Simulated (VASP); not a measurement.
Wanted: the native input for a VASP 6.6.1 run.

```
Task                               : single point
Functional                         : PBE0
Potentials or basis                : VASP PAW PBE potentials, release 64 (C)
Cutoff                             : 520 eV
k mesh                             : 7 × 7 × 7
Occupations                        : fermi-dirac, width 0.05 eV
Spin                               : no spin polarisation
Dipole correction                  : no
Grid for exact exchange (PRECFOCK) : Normal
Further INCAR settings             : ALGO = Normal; EDIFF = 1e-06; NBANDS = 11
```

Crystal: C.

```
CELL_PARAMETERS angstrom
0.00000 1.80684 1.80684
1.80684 0.00000 1.80684
1.80684 1.80684 0.00000
ATOMIC_POSITIONS crystal
C 0.75000 0.75000 0.75000
C 0.50000 0.50000 0.50000
```

These files were run (other wordings do the same):

POSCAR

```
C
1.0
    0.0000000000      1.8068380860      1.8068380860
    1.8068380860      0.0000000000      1.8068380860
    1.8068380860      1.8068380860      0.0000000000
C
2
Direct
    0.7500000000      0.7500000000      0.7500000000
    0.5000000000      0.5000000000      0.5000000000
```

INCAR.step1

```
PREC = Accurate
ENCUT = 520
EDIFF = 1E-5
ISMEAR = -1
SIGMA = 0.05
LREAL = False
LASPH = True
NELM = 80
ALGO = Normal
ISIF = 2
LWAVE = True
LCHARG = False
NBANDS = 11
GGA = PE
```

INCAR.step2

```
PREC = Accurate
ENCUT = 520
EDIFF = 1E-6
ISMEAR = -1
SIGMA = 0.05
LREAL = False
LASPH = True
NELM = 80
ALGO = Normal
ISIF = 2
LWAVE = False
LCHARG = False
GGA = PE
LHFCALC = True
AEXX = 0.25
PRECFOCK = Normal
NBANDS = 11
ISTART = 1
```

KPOINTS

```
Automatic mesh
0
Gamma
  7 7 7
```

Potentials or basis: VASP PAW PBE potentials, release 64 (C).

The run is started by

```bash
$ cat potpaw_PBE.64/C/POTCAR > POTCAR
$ cp INCAR.step1 INCAR
$ mpirun -np 1 vasp_std > vasp.out
$ cp INCAR.step2 INCAR
$ mpirun -np 1 vasp_std > vasp.out
```

It gave:

```json
{
  "Pressure": "-23.7 GPa",
  "Band gap on the k mesh": "6.08 eV, indirect (least direct gap 7.61 eV)"
}
```

Caveat: the k points lie up to 0.43 Å⁻¹ apart; the PAW data sets were made with another functional, which shifts forces and pressure a little.

Run time: 3 min on 1 thread of Intel(R) Xeon(R) Platinum 8488C (Sapphire Rapids), on a shared host, peak memory 0.13 GiB.
